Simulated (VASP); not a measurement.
A run of VASP 6.6.1 is set up as follows.

The input INCAR:

```
ALGO = Normal ; EDIFF = 1E-6
ENCUT = 520 ; GGA = PS
ISIF = 2 ; ISMEAR = 0
LASPH = True ; LCHARG = False
LREAL = False ; LWAVE = False
NBANDS = 9 ; NELM = 100
PREC = Accurate ; SIGMA = 0.05
```

The input KPOINTS:

```
k-points
0
Gamma
  10 10 10
```

The input POSCAR:

```
LiH
1.0
    0.0000000000      2.1951000000      1.9512000000
    2.1951000000      0.0000000000      1.9512000000
    2.1951000000      2.1951000000      0.0000000000
Li H
1 1
Direct
    0.0000000000      0.0000000000      0.0000000000
    0.5000000000      0.5000000000      0.5000000000
```

Potentials or basis: VASP PAW PBE potentials, release 64 (Li_sv, H).

Launch:

```sh
$ cat potpaw_PBE.64/Li_sv/POTCAR potpaw_PBE.64/H/POTCAR > POTCAR
$ mpirun -np 1 vasp_std > vasp.out
```

Estimate the band gap on the k mesh.

1.90 eV, indirect (least direct gap 2.69 eV).

Caveat: the cell differs from its parent crystal (strain +0.080 along x and y, -0.040 along z). A k mesh can miss the band edges.
